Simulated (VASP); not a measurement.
Input of a VASP 6.6.1 run:

POSCAR

```
Mn
1.0
    0.0000000000      2.5416116962      2.5416116962
    2.5416116962      0.0000000000      2.5416116962
    2.5416116962      2.5416116962      0.0000000000
Mn
2
Direct
    0.1250000000      0.1250000000      0.1250000000
    0.8750000000      0.8750000000      0.8750000000
```

The input INCAR.step1:

```
SYSTEM = Mn
ALGO = Normal
EDIFF = 1E-4
ENCUT = 520
GGA = PE
ISMEAR = -1
ISPIN = 2
LASPH = .True.
LCHARG = .False.
LMAXMIX = 4
LREAL = .False.
LWAVE = .True.
MAGMOM = -2.264 2.264
NBANDS = 24
NELM = 150
PREC = Accurate
SIGMA = 0.05
```

The input INCAR.step2:

```
SYSTEM = Mn
ALGO = Normal
EDIFF = 1E-6
ENCUT = 520
ISIF = 2
ISMEAR = -1
ISPIN = 2
ISTART = 1
LASPH = .True.
LCHARG = .False.
LMAXMIX = 4
LMIXTAU = .True.
LORBIT = 11
LREAL = .False.
LWAVE = .False.
MAGMOM = -2.264 2.264
METAGGA = R2SCAN
NBANDS = 24
NELM = 150
PREC = Accurate
SIGMA = 0.05
```

Contents of KPOINTS:

```
k-points
0
Gamma
  13 13 13
  0 0 0
```

Potentials or basis: VASP PAW PBE potentials, release 64 (Mn_pv).

Command:

```sh
$ cat potpaw_PBE.64/Mn_pv/POTCAR > POTCAR
$ cp INCAR.step1 INCAR
$ mpirun -np 1 vasp_std > vasp.out
$ cp INCAR.step2 INCAR
$ mpirun -np 1 vasp_std > vasp.out
```

Task: Estimate the pressure.

Result: 12.4 GPa.

Task: Predict the site moments.

Result: Mn -2.97, +2.97 μB.

Caveat: the cell stands under pressure; the antiferromagnetic order is the one typed at the start, and another may lie lower; the PAW data sets were made with another functional, which shifts forces and pressure a little.
